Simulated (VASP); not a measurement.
# Y (Pm-3m) in VASP: a series of runs, part 2 of 2

VASP 6.6.1.

## (3) Single point, PBEsol

File INCAR:

```
SYSTEM = Y
  PREC = Accurate
  ENCUT = 520
  EDIFF = 1E-7
  ISMEAR = 1
  SIGMA = 0.1
  LREAL = .FALSE.
  LASPH = .TRUE.
  NELM = 60
  ALGO = Normal
  ISIF = 2
  LWAVE = .FALSE.
  LCHARG = .FALSE.
  GGA = PS
  NBANDS = 12
```

File KPOINTS:

```
regular mesh
0
G
  13 13 13
  0 0 0
```

File POSCAR:

```
Y
1.0
    3.1988501268      0.0000000000      0.0000000000
    0.0000000000      3.1988501268      0.0000000000
    0.0000000000      0.0000000000      3.1988501268
Y
1
Direct
    0.0000000000      0.0000000000      0.0000000000
```

Potentials or basis: VASP PAW PBE potentials, release 64 (Y_sv).

Run with:

```bash
$ cat potpaw_PBE.64/Y_sv/POTCAR > POTCAR
$ mpirun -np 1 vasp_std > vasp.out
```

OUTCAR:

```text
SYSTEM = Y
   PREC = Accurate
   ENCUT = 520
   EDIFF = 1E-7
   ISMEAR = 1
   LREAL = .FALSE.
   LASPH = .TRUE.
   NELM = 60
   ISIF = 2
   GGA = PS

 ion  position               nearest neighbor table
   1  0.000  0.000  0.000-

  LATTYP: Found a simple cubic cell.
 ALAT       =     3.1988501268

  Lattice vectors:

 A1 = (   3.1988501268,   0.0000000000,   0.0000000000)
 A2 = (   0.0000000000,   3.1988501268,   0.0000000000)
 A3 = (   0.0000000000,   0.0000000000,   3.1988501268)

Analysis of symmetry for initial positions (statically):
=====================================================================
 Subroutine PRICEL returns:
 Original cell was already a primitive cell.

 Routine SETGRP: Setting up the symmetry group for a
 simple cubic supercell.

 Subroutine GETGRP returns: Found 48 space group operations
 (whereof 48 operations were pure point group operations)
 out of a pool of 48 trial point group operations.

The static configuration has the point symmetry O_h .

Analysis of symmetry for dynamics (positions and initial velocities):
=====================================================================
 Subroutine PRICEL returns:
 Original cell was already a primitive cell.

 Routine SETGRP: Setting up the symmetry group for a
 simple cubic supercell.

 Subroutine GETGRP returns: Found 48 space group operations
 (whereof 48 operations were pure point group operations)
 out of a pool of 48 trial point group operations.

The dynamic configuration has the point symmetry O_h .

 Subroutine INISYM returns: Found 48 space group operations
 (whereof 48 operations are pure point group operations),
 and found     1 'primitive' translations

----------------------------------------------------------------------------------------

                                     Primitive cell

  volume of cell :      32.7327

  direct lattice vectors                    reciprocal lattice vectors
     3.198850127  0.000000000  0.000000000     0.312612333  0.000000000  0.000000000
     0.000000000  3.198850127  0.000000000     0.000000000  0.312612333  0.000000000
     0.000000000  0.000000000  3.198850127     0.000000000  0.000000000  0.312612333

  length of vectors
     3.198850127  3.198850127  3.198850127     0.312612333  0.312612333  0.312612333

  position of ions in fractional coordinates (direct lattice)
     0.000000000  0.000000000  0.000000000

  ion indices of the primitive-cell ions
   primitive index   ion index
                 1           1

----------------------------------------------------------------------------------------

 KPOINTS: regular mesh

Automatic generation of k-mesh.
 Grid dimensions read from file:
 generate k-points for:   13   13   13

 Generating k-lattice:

  Cartesian coordinates                     Fractional coordinates (reciprocal lattice)
     0.024047103  0.000000000  0.000000000     0.076923077  0.000000000  0.000000000
     0.000000000  0.024047103  0.000000000     0.000000000  0.076923077  0.000000000
     0.000000000  0.000000000  0.024047103     0.000000000  0.000000000  0.076923077

  Length of vectors
     0.024047103  0.024047103  0.024047103

  Shift w.r.t. Gamma in fractional coordinates (k-lattice)
     0.000000000  0.000000000  0.000000000

 Subroutine IBZKPT returns following result:
 ===========================================

 Found     84 irreducible k-points:

 Following reciprocal coordinates:
            Coordinates               Weight
  0.000000  0.000000  0.000000      1.000000
  0.076923  0.000000  0.000000      6.000000
  0.153846  0.000000  0.000000      6.000000
  0.230769  0.000000  0.000000      6.000000
  0.307692  0.000000  0.000000      6.000000
  0.384615  0.000000  0.000000      6.000000
[... 16 lines left out ...]
  0.307692  0.307692  0.000000     12.000000
  0.384615  0.307692  0.000000     24.000000
 [... further k-points ...]
   k-points           NKPTS =     84   k-points in BZ     NKDIM =     84   number of bands    NBANDS=     12
   number of dos      NEDOS =    301   number of ions     NIONS =      1
   total plane-waves  NPLWV =  13824
   dimension x,y,z NGX =    24 NGY =   24 NGZ =   24
   dimension x,y,z NGXF=    48 NGYF=   48 NGZF=   48
   ions per type =               1
   NGX,Y,Z   is equivalent  to a cutoff of  12.47, 12.47, 12.47 a.u.
   NGXF,Y,Z  is equivalent  to a cutoff of  24.95, 24.95, 24.95 a.u.
 SYSTEM =  Y
   PREC   = accura    normal or accurate (medium, high low for compatibility)
   ISTART =      0    job   : 0-new  1-cont  2-samecut
   ICHARG =      2    charge: 1-file 2-atom 10-const
   ISPIN  =      1    spin polarized calculation?
   LNONCOLLINEAR =      F non collinear calculations
   LSORBIT =      F    spin-orbit coupling
   LASPH  =      T    aspherical Exc in radial PAW
   ENCUT  =  520.0 eV  38.22 Ry    6.18 a.u.   5.95  5.95  5.95*2*pi/ulx,y,z
   NELM   =     60;   NELMIN=  2; NELMDL= -5     # of ELM steps
   EDIFF  = 0.1E-06   stopping-criterion for ELM
   LREAL  =      F    real-space projection
   EDIFFG = 0.1E-05   stopping-criterion for IOM
   NSW    =      0    number of steps for IOM
   IBRION =     -1    ionic relax: 0-MD 1-quasi-New 2-CG
   NFREE  =      0    steps in history (QN), initial steepest desc. (CG)
   ISIF   =      2    stress and relaxation
   ISYM   =      2    0-nonsym 1-usesym 2-fastsym
   POTIM  = 0.5000    time-step for ionic-motion
   TEBEG  =    0.0;   TEEND  =   0.0 temperature during run
   PSTRESS=    0.0 pullay stress
   NELECT =      11.0000    total number of electrons
   NUPDOWN=      -1.0000    fix difference up-down
   EMIN   =  10.00;   EMAX   =-10.00  energy-range for DOS
   EFERMI =   0.00;   METHOD = LEGACY
   ISMEAR =     1;   SIGMA  =   0.10  broadening in eV -4-tet -1-fermi 0-gaus
   EFERMI_NEDOS =   21; number of points for ismear=-14 and -15
   IALGO  =     38    algorithm
   IMIX   =      4    mixing-type and parameters
     AMIX     =   0.40;   BMIX     =  1.00
     AMIX_MAG =   1.60;   BMIX_MAG =  1.00
  volume/ion in A,a.u.               =      32.73       220.89
  Fermi-wavevector in a.u.,A,eV,Ry     =   1.138182  2.150853 17.625789  1.295459
  Thomas-Fermi vector in A             =   2.274887
   LORBIT       =      0    0 simple, 1 ext, 2 COOP (PROOUT), +10 PAW based schemes
   GGA     = PS    functional components
   LHFCALC =     F    Hartree Fock is set to
   AEXX    =    0.0000 exact exchange contribution
   IVDW    =     0    specifies the selected vdW correction
   LEPSILON=     F    determine dielectric tensor
   LRPA    =     F    only Hartree local field effects (RPA)
 non-spin polarized calculation
 Methfessel and Paxton  Order N= 1 SIGMA  =   0.10
  energy-cutoff  :      520.00
  volume of cell :       32.73
 maximum number of plane-waves:       904
 NGX is ok and might be reduce to    24
   NGX = 11   NGY = 11   NGZ = 11

 number of electron      11.0000002 magnetization

 Free energy of the ion-electron system (eV)
  ---------------------------------------------------
  ext. energy  EPLUGINS =         0.00000000
  ---------------------------------------------------
  free energy    TOTEN  =        -6.02349974 eV

  energy without entropy =       -6.02290845  energy(sigma->0) =       -6.02330264

 E-fermi :   2.8937     XC(G=0):  -9.4955

 val. band max:        2.8932271963   @ k =   0.2308   0.1538   0.0769
 cond. band min:       2.8969493657   @ k =   0.3846   0.3846   0.0769
 fundamental gap:      0.0037221694
 Fermi energy:         2.8937452755

 k-point     1 :       0.0000    0.0000    0.0000
  band No.  band energies     occupation
      1     -39.9140      2.00000
      2     -19.5144      2.00000
      3     -19.5144      2.00000
      4     -19.5144      2.00000
      5      -1.6849      2.00000
      6       2.1919      2.00000
      7       2.1919      2.00000
      8       8.4389      0.00000
      9       8.4389      0.00000
     10       8.4389      0.00000
     11      13.4259      0.00000
     12      13.4259      0.00000
[... 331 lines left out ...]
 k-point    24 :       0.3846    0.3077    0.0000
  band No.  band energies     occupation
      1     -39.7830      2.00000
      2     -20.1831      2.00000
      3     -20.0057      2.00000
      4     -19.3975      2.00000
      5       1.3505      2.00000
      6       2.5675      2.00004
      7       4.9861      0.00000
      8       5.8443      0.00000
      9       6.3619      0.00000
     10       6.9052      0.00000
     11      10.7839      0.00000
     12      13.1272      0.00000

 [... further k-points ...]

------------------------ aborting loop because EDIFF is reached ----------------------------------------

  FORCE on cell =-STRESS in cart. coord.  units (eV):
  Direction    XX          YY          ZZ          XY          YZ          ZX
  --------------------------------------------------------------------------------------
  -------------------------------------------------------------------------------------
  Total       -0.0028617     -0.0028617     -0.0028617      0.0000000      0.0000000     -0.0000000
  in kB       -0.1400747     -0.1400747     -0.1400747      0.0000000      0.0000000     -0.0000000
  external PRESSURE =      -0.1400747 kB  Pullay stress =       0.0000000 kB

 VOLUME and BASIS-vectors are now :
 -----------------------------------------------------------------------------
  energy-cutoff  :      520.00
  volume of cell :       32.73
      direct lattice vectors                 reciprocal lattice vectors
     3.198850127  0.000000000  0.000000000     0.312612333  0.000000000  0.000000000
     0.000000000  3.198850127  0.000000000     0.000000000  0.312612333  0.000000000
     0.000000000  0.000000000  3.198850127     0.000000000  0.000000000  0.312612333

 POSITION                                       TOTAL-FORCE (eV/Angst)
 -----------------------------------------------------------------------------------
      0.00000      0.00000      0.00000         0.000000      0.000000      0.000000
 -----------------------------------------------------------------------------------
    total drift:                                0.000000      0.000000      0.000000

  FREE ENERGIE OF THE ION-ELECTRON SYSTEM (eV)
  ---------------------------------------------------
  free  energy   TOTEN  =        -6.0234997372 eV

  energy  without entropy=       -6.0229084545  energy(sigma->0) =       -6.02330264
```

Run time: 31 s. Hardware: 1 thread of Intel Xeon 8259CL, shared host; peak memory 0.17 GiB.

What came out:

```
Free energy            : -6.0235 eV
Pressure               : 0.0 GPa
Band gap on the k mesh : zero (an odd number of electrons rules out a gap without spin polarisation)
```

Levels at points of the mesh, in eV from the Fermi level:
```tsv
k point	band 2	band 3	band 4	band 5	band 6	band 7	band 8	band 9
(0.00, 0.00, 0.00)	-22.41	-22.41	-22.41	-4.58	-0.70	-0.70	5.55	5.55
```

Caveat: the PAW data sets were made with another functional, which shifts forces and pressure a little.

## (4) Single point, PBEsol

This run uses another cell than the first one, of 33.39 Å³/atom.

File INCAR:

```
SYSTEM = Y
ALGO = Normal ; EDIFF = 1E-7
ENCUT = 520 ; GGA = PS
ISIF = 2 ; ISMEAR = 1
LASPH = .TRUE. ; LCHARG = .FALSE.
LREAL = .FALSE. ; LWAVE = .FALSE.
NBANDS = 12 ; NELM = 60
PREC = Accurate ; SIGMA = 0.1
```

File KPOINTS:

```
k-points
0
G
  13 13 13
  0 0 0
```

File POSCAR:

```
Y
1.0
    3.2200351821      0.0000000000      0.0000000000
    0.0000000000      3.2200351821      0.0000000000
    0.0000000000      0.0000000000      3.2200351821
Y
1
Direct
    0.0000000000      0.0000000000      0.0000000000
```

Potentials or basis: VASP PAW PBE potentials, release 64 (Y_sv).

Run with:

```bash
$ cat potpaw_PBE.64/Y_sv/POTCAR > POTCAR
$ mpirun -np 1 vasp_std > vasp.out
```

OUTCAR:

```text
SYSTEM = Y
   EDIFF = 1E-7
   ENCUT = 520
   GGA = PS
   ISIF = 2
   ISMEAR = 1
   LASPH = .TRUE.
   LREAL = .FALSE.
   NELM = 60
   PREC = Accurate

 ion  position               nearest neighbor table
   1  0.000  0.000  0.000-

  LATTYP: Found a simple cubic cell.
 ALAT       =     3.2200351821

  Lattice vectors:

 A1 = (   3.2200351821,   0.0000000000,   0.0000000000)
 A2 = (   0.0000000000,   3.2200351821,   0.0000000000)
 A3 = (   0.0000000000,   0.0000000000,   3.2200351821)

Analysis of symmetry for initial positions (statically):
=====================================================================
 Subroutine PRICEL returns:
 Original cell was already a primitive cell.

 Routine SETGRP: Setting up the symmetry group for a
 simple cubic supercell.

 Subroutine GETGRP returns: Found 48 space group operations
 (whereof 48 operations were pure point group operations)
 out of a pool of 48 trial point group operations.

The static configuration has the point symmetry O_h .

[... 167 lines left out ...]
  band No.  band energies     occupation
      1     -40.0473      2.00000
      2     -19.6681      2.00000
      3     -19.6681      2.00000
      4     -19.6681      2.00000
      5      -1.7548      2.00000
      6       2.1206      2.00000
      7       2.1206      2.00000
      8       8.2282      0.00000
      9       8.2282      0.00000
     10       8.2282      0.00000
     11      13.1819      0.00000
     12      13.1819      0.00000
[... 331 lines left out ...]
 k-point    24 :       0.3846    0.3077    0.0000
  band No.  band energies     occupation
      1     -39.9259      2.00000
      2     -20.2992      2.00000
      3     -20.1317      2.00000
      4     -19.5583      2.00000
      5       1.2753      2.00000
      6       2.4677      2.00003
      7       4.8279      0.00000
      8       5.6705      0.00000
      9       6.2067      0.00000
     10       6.7360      0.00000
     11      10.5450      0.00000
     12      12.8627      0.00000

 [... further k-points ...]

------------------------ aborting loop because EDIFF is reached ----------------------------------------

  FORCE on cell =-STRESS in cart. coord.  units (eV):
  Direction    XX          YY          ZZ          XY          YZ          ZX
  --------------------------------------------------------------------------------------
  -------------------------------------------------------------------------------------
  Total       -0.1169526     -0.1169526     -0.1169526      0.0000000      0.0000000      0.0000000
  in kB       -5.6122697     -5.6122697     -5.6122697      0.0000000      0.0000000      0.0000000
  external PRESSURE =      -5.6122697 kB  Pullay stress =       0.0000000 kB

 VOLUME and BASIS-vectors are now :
 -----------------------------------------------------------------------------
  energy-cutoff  :      520.00
  volume of cell :       33.39
      direct lattice vectors                 reciprocal lattice vectors
     3.220035182  0.000000000  0.000000000     0.310555613  0.000000000  0.000000000
     0.000000000  3.220035182  0.000000000     0.000000000  0.310555613  0.000000000
     0.000000000  0.000000000  3.220035182     0.000000000  0.000000000  0.310555613

 POSITION                                       TOTAL-FORCE (eV/Angst)
 -----------------------------------------------------------------------------------
      0.00000      0.00000      0.00000         0.000000      0.000000      0.000000
 -----------------------------------------------------------------------------------
    total drift:                                0.000000      0.000000      0.000000

  FREE ENERGIE OF THE ION-ELECTRON SYSTEM (eV)
  ---------------------------------------------------
  free  energy   TOTEN  =        -6.0223786590 eV

  energy  without entropy=       -6.0225132463  energy(sigma->0) =       -6.02242352
```

stdout:

```text
POSCAR found type information on POSCAR Y
 POSCAR found :  1 types and       1 ions
 scaLAPACK will be used
 -----------------------------------------------------------------------------
|                                                                             |
|                                                                             |
|     You enforced a specific xc type in the INCAR file but a different       |
|     I HOPE YOU KNOW WHAT YOU ARE DOING!                                     |
|                                                                             |
 -----------------------------------------------------------------------------

 LDA part: xc-table for (Slater+PW92), standard interpolation
 POSCAR, INCAR and KPOINTS ok, starting setup
 FFT: planning ... GRIDC
 FFT: planning ... GRID_SOFT
 FFT: planning ... GRID
 WAVECAR not read
 entering main loop
```

It took 30 s on 1 thread of Intel Xeon 8259CL, shared host; peak memory 0.17 GiB.

Results:

* Free energy: -6.0224 eV
* Pressure: -0.6 GPa
* Band gap on the k mesh: zero (an odd number of electrons rules out a gap without spin polarisation)

Caveat: the PAW data sets were made with another functional, which shifts forces and pressure a little.
